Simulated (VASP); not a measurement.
# BP (F-43m) in VASP: notebook

BP is run at these levels: HF; tasks: single point.

All numbers are computed with VASP 6.6.1; they aren't measurements. Logs are shortened: lines on timing, memory, paths and dates and some standing lists are left out, and cuts for length are marked.

## (1) The cell of the first run

The structure is cubic, space group F-43m (No. 216). Conventional cell: a = 4.586 Å, b = 4.586 Å, c = 4.586 Å, α = 90.00°, β = 90.00°, γ = 90.00°. Within 2.6 Å of P (site symmetry -43m) lie 4 B at 1.99 Å. Within 2.6 Å of B (site symmetry -43m) lie 4 P at 1.99 Å.

## (2) Single point, HF

POSCAR reads:

```
BP
1.0
    0.0000000000      2.2928777642      2.2928777642
    2.2928777642      0.0000000000      2.2928777642
    2.2928777642      2.2928777642      0.0000000000
P B
1 1
Direct
    0.7500000000      0.7500000000      0.7500000000
    0.0000000000      0.0000000000      0.0000000000
```

INCAR.step1 reads:

```
  ALGO = Normal
  EDIFF = 1E-5
  ENCUT = 1000
  GGA = PE
  GGA_COMPAT = F
  ISIF = 2
  ISMEAR = -1
  LASPH = T
  LCHARG = F
  LREAL = F
  LWAVE = T
  NBANDS = 11
  NELM = 120
  PREC = Accurate
  SIGMA = 0.05
```

INCAR.step2 reads:

```
  AEXX = 1.0
  AGGAC = 0.0
  ALDAC = 0.0
  ALGO = Normal
  EDIFF = 1E-6
  ENCUT = 1000
  GGA = PE
  GGA_COMPAT = F
  ISIF = 2
  ISMEAR = -1
  ISTART = 1
  LASPH = T
  LCHARG = F
  LHFCALC = T
  LREAL = F
  LWAVE = F
  NBANDS = 11
  NELM = 120
  PREC = Accurate
  PRECFOCK = Normal
  SIGMA = 0.05
```

KPOINTS reads:

```
k-points
0
Gamma
  5 5 5
```

Potentials or basis: VASP PAW PBE potentials, release 64 (P, B_h).

Command:

```
$ cat potpaw_PBE.64/P/POTCAR potpaw_PBE.64/B_h/POTCAR > POTCAR
$ cp INCAR.step1 INCAR
$ mpirun -np 1 vasp_std > vasp.out
$ cp INCAR.step2 INCAR
$ mpirun -np 1 vasp_std > vasp.out
```

OUTCAR:

```text
AEXX = 1.0
   EDIFF = 1E-6
   ENCUT = 1000
   GGA = PE
   ISIF = 2
   ISMEAR = -1
   ISTART = 1
   LASPH = T
   LHFCALC = T
   LREAL = F
   NELM = 120
   PREC = Accurate
   PRECFOCK = Normal

 ion  position               nearest neighbor table
   1  0.750  0.750  0.750-   2 1.99   2 1.99   2 1.99   2 1.99
   2  0.000  0.000  0.000-   1 1.99   1 1.99   1 1.99   1 1.99

  LATTYP: Found a face centered cubic cell.
 ALAT       =     4.5857555284

  Lattice vectors:

 A1 = (   0.0000000000,   2.2928777642,   2.2928777642)
 A2 = (   2.2928777642,   0.0000000000,   2.2928777642)
 A3 = (   2.2928777642,   2.2928777642,   0.0000000000)

Analysis of symmetry for initial positions (statically):
=====================================================================
 Subroutine PRICEL returns:
 Original cell was already a primitive cell.

 Routine SETGRP: Setting up the symmetry group for a
 face centered cubic supercell.

 Subroutine GETGRP returns: Found 24 space group operations
 (whereof 24 operations were pure point group operations)
 out of a pool of 48 trial point group operations.

The static configuration has the point symmetry T_d .

Analysis of symmetry for dynamics (positions and initial velocities):
=====================================================================
 Subroutine PRICEL returns:
 Original cell was already a primitive cell.

 Routine SETGRP: Setting up the symmetry group for a
 face centered cubic supercell.

 Subroutine GETGRP returns: Found 24 space group operations
 (whereof 24 operations were pure point group operations)
 out of a pool of 48 trial point group operations.

The dynamic configuration has the point symmetry T_d .

 Subroutine INISYM returns: Found 24 space group operations
 (whereof 24 operations are pure point group operations),
 and found     1 'primitive' translations

----------------------------------------------------------------------------------------

                                     Primitive cell

  volume of cell :      24.1086

  direct lattice vectors                    reciprocal lattice vectors
     0.000000000  2.292877764  2.292877764    -0.218066575  0.218066575  0.218066575
     2.292877764  0.000000000  2.292877764     0.218066575 -0.218066575  0.218066575
     2.292877764  2.292877764  0.000000000     0.218066575  0.218066575 -0.218066575

  length of vectors
     3.242618831  3.242618831  3.242618831     0.377702387  0.377702387  0.377702387

[... 80 lines left out ...]
   ISMEAR =    -1;   SIGMA  =   0.05  broadening in eV -4-tet -1-fermi 0-gaus
   EFERMI_NEDOS =   21; number of points for ismear=-14 and -15
   IALGO  =     38    algorithm
   IMIX   =      1    mixing-type and parameters
     AMIX     =   0.40;   BMIX     =  1.00
     AMIX_MAG =   1.60;   BMIX_MAG =  1.00
  volume/ion in A,a.u.               =      12.05        81.35
  Fermi-wavevector in a.u.,A,eV,Ry     =   1.133393  2.141803 17.477773  1.284580
  Thomas-Fermi vector in A             =   2.270096
   LORBIT       =      0    0 simple, 1 ext, 2 COOP (PROOUT), +10 PAW based schemes
   GGA     = PE    functional components
   LHFCALC =     T    Hartree Fock is set to
   PRECFOCK=normal    Normal, Fast or Accurate (Low or Medium for compatibility)
   ENCUT4O =  -1.0   cutoff for four orbital integrals eV
   NKREDX  =     1    reduce k-point grid by
   NKREDY  =     1    reduce k-point grid by
   NKREDZ  =     1    reduce k-point grid by
   AEXX    =    1.0000 exact exchange contribution
   HFSCREEN=    0.0000 screening length (either q_TF or 0.3 A-1)
   HFSCREENC=   0.0000 screening length for correlation (either q_TF or 0.3 A-1)
   ENCUTFOCK=  -1.0 apply spherical cutoff to Coloumb kernel
   IVDW    =     0    specifies the selected vdW correction
   LEPSILON=     F    determine dielectric tensor
   LRPA    =     F    only Hartree local field effects (RPA)
 non-spin polarized calculation
  energy-cutoff  :     1000.00
  volume of cell :       24.11
 maximum number of plane-waves:      1759
 NGX is ok and might be reduce to    36
  NGX = 28; NGY = 28; NGZ = 28

 number of electron       8.0000000 magnetization

 Free energy of the ion-electron system (eV)
  ---------------------------------------------------
  ext. energy  EPLUGINS =         0.00000000
  ---------------------------------------------------
  free energy    TOTEN  =       -21.51824868 eV

  energy without entropy =      -21.51824868  energy(sigma->0) =      -21.51824868

 E-fermi :   6.4425     XC(G=0):   0.0000

 val. band max:        5.3827515919   @ k =   0.0000   0.0000   0.0000
 cond. band min:      13.4641428406   @ k =   0.4000   0.4000   0.0000
 fundamental gap:      8.0813912487
 Fermi energy:         6.4424938329

 k-point     1 :       0.0000    0.0000    0.0000
  band No.  band energies     occupation
      1     -15.8530      2.00000
      2       5.3828      2.00000
      3       5.3828      2.00000
      4       5.3828      2.00000
      5      16.2619      0.00000
      6      16.2619      0.00000
      7      16.2619      0.00000
      8      21.1938      0.00000
      9      24.9731      0.00000
     10      26.3261      0.00000
     11      26.3261      0.00000
[... 113 lines left out ...]
 k-point    10 :      -0.4000    0.4000    0.2000
  band No.  band energies     occupation
      1     -10.1037      2.00000
      2      -5.1295      2.00000
      3      -1.7479      2.00000
      4       0.0552      2.00000
      5      17.5716      0.00000
      6      18.6431      0.00000
      7      20.4990      0.00000
      8      25.2825      0.00000
      9      26.0618      0.00000
     10      29.5052      0.00000
     11      33.5386      0.00000

------------------------ aborting loop because EDIFF is reached ----------------------------------------

  FORCE on cell =-STRESS in cart. coord.  units (eV):
  Direction    XX          YY          ZZ          XY          YZ          ZX
  --------------------------------------------------------------------------------------
  -------------------------------------------------------------------------------------
  Total       -0.2917367     -0.2917367     -0.2917367      0.0000000      0.0000000     -0.0000000
  in kB      -19.3878198    -19.3878198    -19.3878198      0.0000000      0.0000000     -0.0000000
  external PRESSURE =     -19.3878198 kB  Pullay stress =       0.0000000 kB

 VOLUME and BASIS-vectors are now :
 -----------------------------------------------------------------------------
  energy-cutoff  :     1000.00
  volume of cell :       24.11
      direct lattice vectors                 reciprocal lattice vectors
     0.000000000  2.292877764  2.292877764    -0.218066575  0.218066575  0.218066575
     2.292877764  0.000000000  2.292877764     0.218066575 -0.218066575  0.218066575
     2.292877764  2.292877764  0.000000000     0.218066575  0.218066575 -0.218066575

 POSITION                                       TOTAL-FORCE (eV/Angst)
 -----------------------------------------------------------------------------------
      3.43932      3.43932      3.43932         0.000000      0.000000      0.000000
      0.00000      0.00000      0.00000        -0.000000     -0.000000     -0.000000
 -----------------------------------------------------------------------------------
    total drift:                               -0.000000      0.000000     -0.000000

  FREE ENERGIE OF THE ION-ELECTRON SYSTEM (eV)
  ---------------------------------------------------
  free  energy   TOTEN  =       -21.5182486810 eV

  energy  without entropy=      -21.5182486810  energy(sigma->0) =      -21.51824868
```

OSZICAR.step1:

```text
N       E                     dE             d eps       ncg     rms          rms(c)
DAV:   1     0.145967511327E+02    0.14597E+02   -0.53555E+03   220   0.102E+03
DAV:   2    -0.124281839766E+02   -0.27025E+02   -0.26113E+02   303   0.126E+02
DAV:   3    -0.135105034332E+02   -0.10823E+01   -0.10618E+01   285   0.224E+01
DAV:   4    -0.135196971125E+02   -0.91937E-02   -0.91918E-02   252   0.190E+00
DAV:   5    -0.135197441882E+02   -0.47076E-04   -0.47075E-04   271   0.152E-01    0.673E+00
DAV:   6    -0.129624802885E+02    0.55726E+00   -0.12993E+00   264   0.451E+00    0.352E+00
DAV:   7    -0.128807172743E+02    0.81763E-01   -0.24746E-01   282   0.263E+00    0.125E+00
DAV:   8    -0.128741749571E+02    0.65423E-02   -0.32030E-02   267   0.100E+00    0.211E-01
DAV:   9    -0.128746494859E+02   -0.47453E-03   -0.16302E-03   244   0.254E-01    0.631E-02
DAV:  10    -0.128747310929E+02   -0.81607E-04   -0.23899E-04   272   0.928E-02    0.298E-02
DAV:  11    -0.128747375709E+02   -0.64780E-05   -0.61870E-06   210   0.199E-02
   1 F= -.12874738E+02 E0= -.12874737E+02  d E =-.267832E-06
```

Run time: 13 min. Hardware: 1 thread of AMD EPYC 7R43 (Zen 3), shared host; peak memory 0.17 GiB.

Results:

- Free energy: -21.5182 eV
- Pressure: -1.9 GPa
- Band gap on the k mesh: 8.08 eV (least direct gap 10.88 eV)

Levels at points of the mesh, in eV from the valence-band top:
```
           k point  band 1  band 2  band 3  band 4  band 5  band 6  band 7  band 8  band 9
(0.00, 0.00, 0.00)  -21.24    0.00    0.00    0.00   10.88   10.88   10.88   15.81   19.59
```

Caveat: the k points lie up to 0.47 Å⁻¹ apart; the PAW data sets were made with another functional, which shifts forces and pressure a little; an odd mesh through Γ misses points on the zone boundary, where band edges can lie.

## (3) Single point, HF

This run uses another cell than the first one, of 12.15 Å³/atom.

POSCAR reads:

```
BP
1.0
    0.0000000000      2.2988586873      2.2988586873
    2.2988586873      0.0000000000      2.2988586873
    2.2988586873      2.2988586873      0.0000000000
P B
1 1
Direct
    0.7500000000      0.7500000000      0.7500000000
    0.0000000000      0.0000000000      0.0000000000
```

INCAR.step1 reads:

```
SYSTEM = BP
  PREC = Accurate
  ENCUT = 1000
  EDIFF = 1E-5
  ISMEAR = -1
  SIGMA = 0.05
  LREAL = .False.
  LASPH = .True.
  NELM = 120
  ALGO = Normal
  ISIF = 2
  LWAVE = .True.
  LCHARG = .False.
  GGA = PE
  NBANDS = 11
  GGA_COMPAT = .False.
```

INCAR.step2 reads:

```
SYSTEM = BP
  PREC = Accurate
  ENCUT = 1000
  EDIFF = 1E-6
  ISMEAR = -1
  SIGMA = 0.05
  LREAL = .False.
  LASPH = .True.
  NELM = 120
  ALGO = Normal
  ISIF = 2
  LWAVE = .False.
  LCHARG = .False.
  GGA = PE
  LHFCALC = .True.
  AEXX = 1.0
  ALDAC = 0.0
  AGGAC = 0.0
  PRECFOCK = Normal
  ISTART = 1
  NBANDS = 11
  GGA_COMPAT = .False.
```

KPOINTS reads:

```
Automatic mesh
0
Gamma
  5 5 5
  0 0 0
```

Potentials or basis: VASP PAW PBE potentials, release 64 (P, B_h).

Command:

```
$ cat potpaw_PBE.64/P/POTCAR potpaw_PBE.64/B_h/POTCAR > POTCAR
$ cp INCAR.step1 INCAR
$ mpirun -np 1 vasp_std > vasp.out
$ cp INCAR.step2 INCAR
$ mpirun -np 1 vasp_std > vasp.out
```

Run time: 15 min. Hardware: 1 thread of Intel Xeon Platinum 8375C at 2.90GHz (Ice Lake), shared host; peak memory 0.21 GiB.

It converged, with:

```yaml
Free_energy: -21.5152 eV
Pressure: -3.2 GPa
Band_gap_on_the_k_mesh: 8.09 eV (least direct gap 10.86 eV)
```

Levels at points of the mesh, in eV from the valence-band top:
```tsv
k point	band 1	band 2	band 3	band 4	band 5	band 6	band 7	band 8
(0.00, 0.00, 0.00)	-21.15	0.00	0.00	0.00	10.86	10.86	10.86	15.67
```

Caveat: the k points lie up to 0.47 Å⁻¹ apart; the PAW data sets were made with another functional, which shifts forces and pressure a little; an odd mesh through Γ misses points on the zone boundary, where band edges can lie.
